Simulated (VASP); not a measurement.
# MgO (P4/nmm) in VASP: further runs, part 3 of 3

VASP 6.6.1.

## Step 5: Single point, PBE (mode 12 (519.3 1/cm) frozen in, largest displacement +0.105 Å)

The input, INCAR:

```
SYSTEM = MgO
ALGO     = Normal         ! electronic algorithm
EDIFF    = 1E-7           ! SCF threshold, eV
ENCUT    = 520            ! plane-wave cutoff, eV
GGA      = PE             ! functional
ISIF     = 2              ! what is computed and relaxed
ISMEAR   = 0              ! smearing method
LASPH    = .True.         ! aspherical terms in the spheres
LCHARG   = .False.        ! write CHGCAR
LREAL    = .False.        ! projectors in reciprocal space
LWAVE    = .False.        ! write WAVECAR
NBANDS   = 16             ! bands
NELM     = 60             ! most SCF steps
PREC     = Accurate       ! precision mode
SIGMA    = 0.05           ! smearing width, eV
```

The input, KPOINTS:

```
k-points
0
Gamma
  8 8 6
  0 0 0
```

The input, POSCAR:

```
MgO
1.0
    0.0000000000     -2.1351500000     -2.1351500000
    0.0000000000      2.1351500000     -2.1351500000
    4.2703000000      0.0000000000      0.0000000000
Mg O
2 2
Direct
    0.5000000000      0.5000000000      0.4970521058
    0.0000000000      0.0000000000      0.0029478942
    0.5000000000      0.5000000000     -0.0245884364
    0.0000000000      0.0000000000      0.5245884364
```

Potentials or basis: VASP PAW PBE potentials, release 64 (Mg, O).

On the command line:

```console
cat potpaw_PBE.64/Mg/POTCAR potpaw_PBE.64/O/POTCAR > POTCAR
mpirun -np 1 vasp_std > vasp.out
```

OUTCAR:

```text
SYSTEM = MgO
   EDIFF = 1E-7
   ENCUT = 520
   GGA = PE
   ISIF = 2
   ISMEAR = 0
   LASPH = .True.
   LREAL = .False.
   NELM = 60
   PREC = Accurate

 ion  position               nearest neighbor table
   1  0.500  0.500  0.497-   3 2.04   4 2.14   4 2.14   4 2.14   4 2.14   3 2.23   2 3.00   2 3.00
                             2 3.00   2 3.00   2 3.04   2 3.04   2 3.04   2 3.04
   2  0.000  0.000  0.003-   4 2.04   3 2.14   3 2.14   3 2.14   3 2.14   4 2.23   1 3.00   1 3.00
                             1 3.00   1 3.00   1 3.04   1 3.04   1 3.04   1 3.04
   3  0.500  0.500  0.975-   1 2.04   2 2.14   2 2.14   2 2.14   2 2.14   1 2.23
   4  0.000  0.000  0.525-   2 2.04   1 2.14   1 2.14   1 2.14   1 2.14   2 2.23

  LATTYP: Found a simple tetragonal cell.
 ALAT       =     3.0195580877
 C/A-ratio  =     1.4142135624

  Lattice vectors:

 A1 = (   0.0000000000,  -2.1351500000,  -2.1351500000)
 A2 = (   0.0000000000,   2.1351500000,  -2.1351500000)
 A3 = (   4.2703000000,   0.0000000000,   0.0000000000)

Analysis of symmetry for initial positions (statically):
=====================================================================
 Subroutine PRICEL returns:
 Original cell was already a primitive cell.

 Routine SETGRP: Setting up the symmetry group for a
 simple tetragonal supercell.

 Subroutine GETGRP returns: Found 16 space group operations
 (whereof  8 operations were pure point group operations)
 out of a pool of 16 trial point group operations.

The static configuration has the point symmetry C_4v.
 The point group associated with its full space group is D_4h.

Analysis of symmetry for dynamics (positions and initial velocities):
=====================================================================
 Subroutine PRICEL returns:
 Original cell was already a primitive cell.

 Routine SETGRP: Setting up the symmetry group for a
 simple tetragonal supercell.

 Subroutine GETGRP returns: Found 16 space group operations
 (whereof  8 operations were pure point group operations)
 out of a pool of 16 trial point group operations.

The dynamic configuration has the point symmetry C_4v.
 The point group associated with its full space group is D_4h.

 Subroutine INISYM returns: Found 16 space group operations
 (whereof  8 operations are pure point group operations),
 and found     1 'primitive' translations

----------------------------------------------------------------------------------------

                                     Primitive cell

  volume of cell :      38.9354

  direct lattice vectors                    reciprocal lattice vectors
     0.000000000 -2.135150000 -2.135150000     0.000000000 -0.234175585 -0.234175585
     0.000000000  2.135150000 -2.135150000     0.000000000  0.234175585 -0.234175585
     4.270300000  0.000000000  0.000000000     0.234175585  0.000000000  0.000000000

  length of vectors
     3.019558088  3.019558088  4.270300000     0.331174288  0.331174288  0.234175585

  position of ions in fractional coordinates (direct lattice)
     0.500000000  0.500000000  0.497052106
     0.000000000  0.000000000  0.002947894
     0.500000000  0.500000000  0.975411564
     0.000000000  0.000000000  0.524588436

  ion indices of the primitive-cell ions
   primitive index   ion index
                 1           1
                 2           2
                 3           3
                 4           4

[... 26 lines left out ...]
 Following reciprocal coordinates:
            Coordinates               Weight
  0.000000  0.000000  0.000000      1.000000
  0.125000  0.000000  0.000000      4.000000
  0.250000  0.000000  0.000000      4.000000
  0.375000  0.000000  0.000000      4.000000
  0.500000  0.000000  0.000000      2.000000
  0.125000  0.125000  0.000000      4.000000
[... 16 lines left out ...]
  0.375000  0.125000  0.166667     16.000000
  0.500000  0.125000  0.166667      8.000000
 [... further k-points ...]
   k-points           NKPTS =     60   k-points in BZ     NKDIM =     60   number of bands    NBANDS=     16
   number of dos      NEDOS =    301   number of ions     NIONS =      4
   total plane-waves  NPLWV =  18432
   dimension x,y,z NGX =    24 NGY =   24 NGZ =   32
   dimension x,y,z NGXF=    48 NGYF=   48 NGZF=   64
   ions per type =               2   2
   NGX,Y,Z   is equivalent  to a cutoff of  13.21, 13.21, 12.46 a.u.
   NGXF,Y,Z  is equivalent  to a cutoff of  26.43, 26.43, 24.92 a.u.
 SYSTEM =  MgO
   PREC   = accura    normal or accurate (medium, high low for compatibility)
   ISTART =      0    job   : 0-new  1-cont  2-samecut
   ICHARG =      2    charge: 1-file 2-atom 10-const
   ISPIN  =      1    spin polarized calculation?
   LNONCOLLINEAR =      F non collinear calculations
   LSORBIT =      F    spin-orbit coupling
   LASPH  =      T    aspherical Exc in radial PAW
   ENCUT  =  520.0 eV  38.22 Ry    6.18 a.u.   5.61  5.61  7.94*2*pi/ulx,y,z
   NELM   =     60;   NELMIN=  2; NELMDL= -5     # of ELM steps
   EDIFF  = 0.1E-06   stopping-criterion for ELM
   LREAL  =      F    real-space projection
   EDIFFG = 0.1E-05   stopping-criterion for IOM
   NSW    =      0    number of steps for IOM
   IBRION =     -1    ionic relax: 0-MD 1-quasi-New 2-CG
   NFREE  =      0    steps in history (QN), initial steepest desc. (CG)
   ISIF   =      2    stress and relaxation
   ISYM   =      2    0-nonsym 1-usesym 2-fastsym
   POTIM  = 0.5000    time-step for ionic-motion
   TEBEG  =    0.0;   TEEND  =   0.0 temperature during run
   PSTRESS=    0.0 pullay stress
   NELECT =      16.0000    total number of electrons
   NUPDOWN=      -1.0000    fix difference up-down
   EMIN   =  10.00;   EMAX   =-10.00  energy-range for DOS
   EFERMI =   0.00;   METHOD = LEGACY
   ISMEAR =     0;   SIGMA  =   0.05  broadening in eV -4-tet -1-fermi 0-gaus
   EFERMI_NEDOS =   21; number of points for ismear=-14 and -15
   IALGO  =     38    algorithm
   IMIX   =      4    mixing-type and parameters
     AMIX     =   0.40;   BMIX     =  1.00
     AMIX_MAG =   1.60;   BMIX_MAG =  1.00
  volume/ion in A,a.u.               =       9.73        65.69
  Fermi-wavevector in a.u.,A,eV,Ry     =   1.217119  2.300022 20.155386  1.481379
  Thomas-Fermi vector in A             =   2.352450
   LORBIT       =      0    0 simple, 1 ext, 2 COOP (PROOUT), +10 PAW based schemes
   GGA     = PE    functional components
   LHFCALC =     F    Hartree Fock is set to
   AEXX    =    0.0000 exact exchange contribution
   IVDW    =     0    specifies the selected vdW correction
   LEPSILON=     F    determine dielectric tensor
   LRPA    =     F    only Hartree local field effects (RPA)
 non-spin polarized calculation
 Gauss-broadening in eV      SIGMA  =   0.05
  energy-cutoff  :      520.00
  volume of cell :       38.94
 maximum number of plane-waves:      1088
 NGX is ok and might be reduce to    24
   NGX = 11   NGY = 11   NGZ = 15

 number of electron      16.0000013 magnetization

 Free energy of the ion-electron system (eV)
  ---------------------------------------------------
  ext. energy  EPLUGINS =         0.00000000
  ---------------------------------------------------
  free energy    TOTEN  =       -23.63713809 eV

  energy without entropy =      -23.63713809  energy(sigma->0) =      -23.63713809

 E-fermi :   3.2148     XC(G=0): -10.8871

 val. band max:        2.9485984924   @ k =   0.0000   0.0000   0.0000
 cond. band min:       7.0942352939   @ k =   0.0000   0.0000   0.0000
 fundamental gap:      4.1456368015
 Fermi energy:         3.2147815917

 k-point     1 :       0.0000    0.0000    0.0000
  band No.  band energies     occupation
      1     -14.1758      2.00000
      2     -12.6964      2.00000
      3      -1.0212      2.00000
      4       1.5924      2.00000
      5       1.5924      2.00000
      6       2.8303      2.00000
[... 433 lines left out ...]
      3      -0.7778      2.00000
      4      -0.7778      2.00000
      5       1.3616      2.00000
      6       1.3616      2.00000
[... 8 lines left out ...]
     15      19.5449      0.00000
     16      19.5449      0.00000

 [... further k-points ...]
[... 5 lines left out ...]
  --------------------------------------------------------------------------------------
  -------------------------------------------------------------------------------------
  Total       -0.1322036     -0.4265435     -0.4265435      0.0000000      0.0000000     -0.0000000
  in kB       -5.4401243    -17.5520877    -17.5520877      0.0000000      0.0000000     -0.0000000
  external PRESSURE =     -13.5147666 kB  Pullay stress =       0.0000000 kB

 VOLUME and BASIS-vectors are now :
 -----------------------------------------------------------------------------
  energy-cutoff  :      520.00
  volume of cell :       38.94
      direct lattice vectors                 reciprocal lattice vectors
     0.000000000 -2.135150000 -2.135150000     0.000000000 -0.234175585 -0.234175585
     0.000000000  2.135150000 -2.135150000     0.000000000  0.234175585 -0.234175585
     4.270300000  0.000000000  0.000000000     0.234175585  0.000000000  0.000000000

 POSITION                                       TOTAL-FORCE (eV/Angst)
 -----------------------------------------------------------------------------------
      2.12256      0.00000     -2.13515         0.281273      0.000000     -0.000000
      0.01259      0.00000      0.00000        -0.281273     -0.000000      0.000000
      4.16530      0.00000     -2.13515         1.714854      0.000000      0.000000
      2.24015      0.00000      0.00000        -1.714854     -0.000000     -0.000000
 -----------------------------------------------------------------------------------
    total drift:                                0.000000     -0.000000      0.000000

  FREE ENERGIE OF THE ION-ELECTRON SYSTEM (eV)
  ---------------------------------------------------
  free  energy   TOTEN  =       -23.6371380894 eV

  energy  without entropy=      -23.6371380894  energy(sigma->0) =      -23.63713809
```

It took 43 s on 1 thread of AMD EPYC 7R43 (Zen 3), shared host; peak memory 0.13 GiB.

Results:

```yaml
Free_energy: -23.6371 eV
Pressure: -1.4 GPa
Largest_force: 1.715 eV/Å
Band_gap_on_the_k_mesh: 4.15 eV
```

Forces in eV/Å, atoms in the order of the input:
```
Mg   0.281  0.000  0.000
Mg  -0.281  0.000  0.000
O    1.715  0.000  0.000
O   -1.715  0.000  0.000
```

Caveat: the cell differs from its parent crystal (mode 12 (519.3 1/cm) frozen in, largest displacement +0.105 Å); forces of over 1 eV/Å act on the atoms, so gaps and moduli don't describe the material at rest.
